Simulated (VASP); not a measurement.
# Br (P2_1/c) in VASP: single point with PBE

Aim: the single point of Br with PBE.

All numbers are computed with VASP 6.6.1; they aren't measurements. Logs are shortened: lines on timing, memory, paths and dates and some standing lists are left out, and cuts for length are marked.

### 1 The cell of the first run

The structure is monoclinic, space group P2_1/c (No. 14). The conventional cell has a = 4.096 Å, b = 8.780 Å, c = 4.812 Å, α = 90.00°, β = 123.83°, γ = 90.00°. Br (site symmetry 1) has 1 Br at 2.21 Å within 2.9 Å.

### 2 Single point, PBE (strained and its atoms moved)

Contents of INCAR:

```
PREC = Accurate
ENCUT = 520
EDIFF = 1E-6
ISMEAR = 0
SIGMA = 0.02
LREAL = False
LASPH = True
NELM = 60
ALGO = Normal
ISIF = 2
LWAVE = False
LCHARG = False
GGA = PE
NBANDS = 22
```

Contents of KPOINTS:

```
regular mesh
0
Gamma
  8 8 4
```

Contents of POSCAR:

```
Br
1.0
    3.4474775500     -2.4697337500      0.0000000000
    3.3610583500      2.3410694500      0.0000000000
    0.0000000000      0.0000000000      8.7802552000
Br
4
Direct
    0.1180801819      0.8443252650      0.1006063676
    0.6180801819      0.3443252650      0.3993936324
    0.8819198181      0.1556747350      0.8993936324
    0.3819198181      0.6556747350      0.6006063676
```

Potentials or basis: VASP PAW PBE potentials, release 64 (Br).

Launch:

```bash
> cat potpaw_PBE.64/Br/POTCAR > POTCAR
> mpirun -np 1 vasp_std > vasp.out
```

OUTCAR:

```text
PREC = Accurate
   ENCUT = 520
   EDIFF = 1E-6
   ISMEAR = 0
   LREAL = False
   LASPH = True
   NELM = 60
   ISIF = 2
   GGA = PE

 ion  position               nearest neighbor table
   1  0.118  0.844  0.101-   3 2.21
   2  0.618  0.344  0.399-   4 2.21
   3  0.882  0.156  0.899-   1 2.21
   4  0.382  0.656  0.601-   2 2.21

  LATTYP: Found a simple monoclinic cell.
 ALAT       =     4.0960126223
 B/A-ratio  =     2.1436103864
 C/A-ratio  =     1.0353570538
 COS(beta)  =    -0.3342073994

  Lattice vectors:

 A1 = (   3.3610583500,   2.3410694500,   0.0000000000)
 A2 = (   0.0000000000,   0.0000000000,  -8.7802552000)
 A3 = (  -3.4474775500,   2.4697337500,   0.0000000000)

Analysis of symmetry for initial positions (statically):
=====================================================================
 Subroutine PRICEL returns:
 Original cell was already a primitive cell.

 Routine SETGRP: Setting up the symmetry group for a
 simple monoclinic supercell.

 Subroutine GETGRP returns: Found  4 space group operations
 (whereof  2 operations were pure point group operations)
 out of a pool of  4 trial point group operations.

The static configuration has the point symmetry S_2 .
 The point group associated with its full space group is C_2h.

Analysis of symmetry for dynamics (positions and initial velocities):
=====================================================================
 Subroutine PRICEL returns:
 Original cell was already a primitive cell.

 Routine SETGRP: Setting up the symmetry group for a
 simple monoclinic supercell.

 Subroutine GETGRP returns: Found  4 space group operations
 (whereof  2 operations were pure point group operations)
 out of a pool of  4 trial point group operations.

The dynamic configuration has the point symmetry S_2 .
 The point group associated with its full space group is C_2h.

 Subroutine INISYM returns: Found  4 space group operations
 (whereof  2 operations are pure point group operations),
 and found     1 'primitive' translations

----------------------------------------------------------------------------------------

                                     Primitive cell

  volume of cell :     143.7477

  direct lattice vectors                    reciprocal lattice vectors
     3.447477550 -2.469733750  0.000000000     0.142994859 -0.205296799  0.000000000
     3.361058350  2.341069450  0.000000000     0.150853803  0.210575370  0.000000000
     0.000000000  0.000000000  8.780255200     0.000000000  0.000000000  0.113891906

  length of vectors
     4.240835561  4.096012622  8.780255200     0.250188540  0.259034470  0.113891906

  position of ions in fractional coordinates (direct lattice)
     0.118080182  0.844325265  0.100606368
     0.618080182  0.344325265  0.399393632
     0.881919818  0.155674735  0.899393632
     0.381919818  0.655674735  0.600606368

  ion indices of the primitive-cell ions
   primitive index   ion index
                 1           1
                 2           2
                 3           3
                 4           4

----------------------------------------------------------------------------------------

 KPOINTS: regular mesh

Automatic generation of k-mesh.
 Grid dimensions read from file:
 generate k-points for:    8    8    4

 Generating k-lattice:

  Cartesian coordinates                     Fractional coordinates (reciprocal lattice)
     0.017874357 -0.025662100  0.000000000     0.125000000  0.000000000  0.000000000
     0.018856725  0.026321921  0.000000000     0.000000000  0.125000000  0.000000000
     0.000000000  0.000000000  0.028472977     0.000000000  0.000000000  0.250000000

  Length of vectors
     0.031273567  0.032379309  0.028472977

  Shift w.r.t. Gamma in fractional coordinates (k-lattice)
     0.000000000  0.000000000  0.000000000

 Subroutine IBZKPT returns following result:
 ===========================================

 Found    102 irreducible k-points:

 Following reciprocal coordinates:
            Coordinates               Weight
  0.000000  0.000000  0.000000      1.000000
  0.125000 -0.000000  0.000000      2.000000
  0.250000 -0.000000  0.000000      2.000000
  0.375000  0.000000  0.000000      2.000000
  0.500000 -0.000000  0.000000      1.000000
 -0.000000  0.125000  0.000000      2.000000
[... 16 lines left out ...]
  0.125000  0.375000  0.000000      2.000000
  0.250000  0.375000  0.000000      2.000000
 [... further k-points ...]
   k-points           NKPTS =    102   k-points in BZ     NKDIM =    102   number of bands    NBANDS=     22
   number of dos      NEDOS =    301   number of ions     NIONS =      4
   total plane-waves  NPLWV =  67200
   dimension x,y,z NGX =    32 NGY =   30 NGZ =   70
   dimension x,y,z NGXF=    64 NGYF=   60 NGZF=  140
   ions per type =               4
   NGX,Y,Z   is equivalent  to a cutoff of  12.54, 12.18, 13.25 a.u.
   NGXF,Y,Z  is equivalent  to a cutoff of  25.09, 24.35, 26.51 a.u.
 SYSTEM =  unknown system
   PREC   = accura    normal or accurate (medium, high low for compatibility)
   ISTART =      0    job   : 0-new  1-cont  2-samecut
   ICHARG =      2    charge: 1-file 2-atom 10-const
   ISPIN  =      1    spin polarized calculation?
   LNONCOLLINEAR =      F non collinear calculations
   LSORBIT =      F    spin-orbit coupling
   LASPH  =      T    aspherical Exc in radial PAW
   ENCUT  =  520.0 eV  38.22 Ry    6.18 a.u.   7.89  7.62 16.33*2*pi/ulx,y,z
   NELM   =     60;   NELMIN=  2; NELMDL= -5     # of ELM steps
   EDIFF  = 0.1E-05   stopping-criterion for ELM
   LREAL  =      F    real-space projection
   EDIFFG = 0.1E-04   stopping-criterion for IOM
   NSW    =      0    number of steps for IOM
   IBRION =     -1    ionic relax: 0-MD 1-quasi-New 2-CG
   NFREE  =      0    steps in history (QN), initial steepest desc. (CG)
   ISIF   =      2    stress and relaxation
   ISYM   =      2    0-nonsym 1-usesym 2-fastsym
   POTIM  = 0.5000    time-step for ionic-motion
   TEBEG  =    0.0;   TEEND  =   0.0 temperature during run
   PSTRESS=    0.0 pullay stress
   NELECT =      28.0000    total number of electrons
   NUPDOWN=      -1.0000    fix difference up-down
   EMIN   =  10.00;   EMAX   =-10.00  energy-range for DOS
   EFERMI =   0.00;   METHOD = LEGACY
   ISMEAR =     0;   SIGMA  =   0.02  broadening in eV -4-tet -1-fermi 0-gaus
   EFERMI_NEDOS =   21; number of points for ismear=-14 and -15
   IALGO  =     38    algorithm
   IMIX   =      4    mixing-type and parameters
     AMIX     =   0.40;   BMIX     =  1.00
     AMIX_MAG =   1.60;   BMIX_MAG =  1.00
  volume/ion in A,a.u.               =      35.94       242.51
  Fermi-wavevector in a.u.,A,eV,Ry     =   0.948988  1.793326 12.253098  0.900577
  Thomas-Fermi vector in A             =   2.077228
   LORBIT       =      0    0 simple, 1 ext, 2 COOP (PROOUT), +10 PAW based schemes
   GGA     = PE    functional components
   LHFCALC =     F    Hartree Fock is set to
   AEXX    =    0.0000 exact exchange contribution
   IVDW    =     0    specifies the selected vdW correction
   LEPSILON=     F    determine dielectric tensor
   LRPA    =     F    only Hartree local field effects (RPA)
 non-spin polarized calculation
 Gauss-broadening in eV      SIGMA  =   0.02
  energy-cutoff  :      520.00
  volume of cell :      143.75
 maximum number of plane-waves:      3897
   NGX = 15   NGY = 15   NGZ = 33

 number of electron      27.9999997 magnetization

 Free energy of the ion-electron system (eV)
  ---------------------------------------------------
  ext. energy  EPLUGINS =         0.00000000
  ---------------------------------------------------
  free energy    TOTEN  =        -6.11765104 eV

  energy without entropy =       -6.11765104  energy(sigma->0) =       -6.11765104

 E-fermi :  -0.3897     XC(G=0):  -7.5692

 val. band max:       -0.5304899025   @ k =   0.5000   0.5000   0.0000
 cond. band min:       1.5721888386   @ k =  -0.0000   0.1250   0.0000
 fundamental gap:      2.1026787411
 Fermi energy:        -0.3897475474

 k-point     1 :       0.0000    0.0000    0.0000
  band No.  band energies     occupation
      1     -16.8658      2.00000
      2     -16.6802      2.00000
      3     -13.4530      2.00000
      4     -13.0090      2.00000
      5      -5.5854      2.00000
      6      -4.8616      2.00000
[... 14 lines left out ...]
     21       8.3957      0.00000
     22       8.6491      0.00000

 k-point     2 :       0.1250   -0.0000    0.0000
  band No.  band energies     occupation
      1     -16.8450      2.00000
      2     -16.6726      2.00000
      3     -13.4383      2.00000
      4     -13.0298      2.00000
      5      -5.5839      2.00000
      6      -4.8918      2.00000
[... 14 lines left out ...]
     21       8.2046      0.00000
     22       8.5963      0.00000

 k-point     3 :       0.2500   -0.0000    0.0000
  band No.  band energies     occupation
      1     -16.7910      2.00000
      2     -16.6572      2.00000
      3     -13.3968      2.00000
      4     -13.0872      2.00000
      5      -5.5705      2.00000
      6      -4.9953      2.00000
[... 14 lines left out ...]
     21       8.1720      0.00000
     22       8.9542      0.00000
[... 476 lines left out ...]
 k-point    23 :       0.1250    0.3750    0.0000
  band No.  band energies     occupation
      1     -16.7039      2.00000
      2     -16.5864      2.00000
      3     -13.3917      2.00000
      4     -13.1367      2.00000
      5      -5.5840      2.00000
      6      -5.1173      2.00000
[... 14 lines left out ...]
     21       8.8494      0.00000
     22       8.8597      0.00000

 k-point    24 :       0.2500    0.3750    0.0000
  band No.  band energies     occupation
      1     -16.7107      2.00000
      2     -16.5683      2.00000
      3     -13.3865      2.00000
      4     -13.0740      2.00000
      5      -5.5379      2.00000
      6      -5.0528      2.00000
[... 14 lines left out ...]
     21       8.0124      0.00000
     22       8.5309      0.00000

 [... further k-points ...]

------------------------ aborting loop because EDIFF is reached ----------------------------------------

  FORCE on cell =-STRESS in cart. coord.  units (eV):
  Direction    XX          YY          ZZ          XY          YZ          ZX
  --------------------------------------------------------------------------------------
  -------------------------------------------------------------------------------------
  Total        0.9800895      3.0687641      5.5290421      0.5930066      0.0000000      0.0000000
  in kB       10.9238398     34.2036985     61.6253598      6.6095071      0.0000000      0.0000000
  external PRESSURE =      35.5842994 kB  Pullay stress =       0.0000000 kB

 VOLUME and BASIS-vectors are now :
 -----------------------------------------------------------------------------
  energy-cutoff  :      520.00
  volume of cell :      143.75
      direct lattice vectors                 reciprocal lattice vectors
     3.447477550 -2.469733750  0.000000000     0.142994859 -0.205296799  0.000000000
     3.361058350  2.341069450  0.000000000     0.150853803  0.210575370  0.000000000
     0.000000000  0.000000000  8.780255200     0.000000000  0.000000000  0.113891906

 POSITION                                       TOTAL-FORCE (eV/Angst)
 -----------------------------------------------------------------------------------
      3.24491      1.68500      0.88335        -0.093426     -1.083020      1.700743
      3.28811     -0.72040      3.50678        -0.093426     -1.083020     -1.700743
      3.56363     -1.81366      7.89691         0.093426      1.083020     -1.700743
      3.52042      0.59174      5.27348         0.093426      1.083020      1.700743
 -----------------------------------------------------------------------------------
    total drift:                                0.000000      0.000000     -0.000000

  FREE ENERGIE OF THE ION-ELECTRON SYSTEM (eV)
  ---------------------------------------------------
  free  energy   TOTEN  =        -6.1176510427 eV

  energy  without entropy=       -6.1176510427  energy(sigma->0) =       -6.11765104
```

Run time: 4.5 min. Hardware: 1 thread of Oxide Virtual Turin-like, shared host; peak memory 0.35 GiB.

Results:

* Free energy: -6.1177 eV
* Pressure: 3.6 GPa
* Largest force: 2.018 eV/Å
* Band gap on the k mesh: 2.10 eV (least direct gap 2.23 eV)

Forces on the atoms (eV/Å):
```
Br  -0.093 -1.083  1.701
Br  -0.093 -1.083 -1.701
Br   0.093  1.083 -1.701
Br   0.093  1.083  1.701
```

Caveat: the cell differs from its parent crystal (strained and its atoms moved); the stress differs along the axes, from 1 to 6 GPa; this functional lacks dispersion, which holds the molecules together, so the pressure and a relaxed volume are unreliable; forces of over 1 eV/Å act on the atoms, so gaps and moduli don't describe the material at rest.
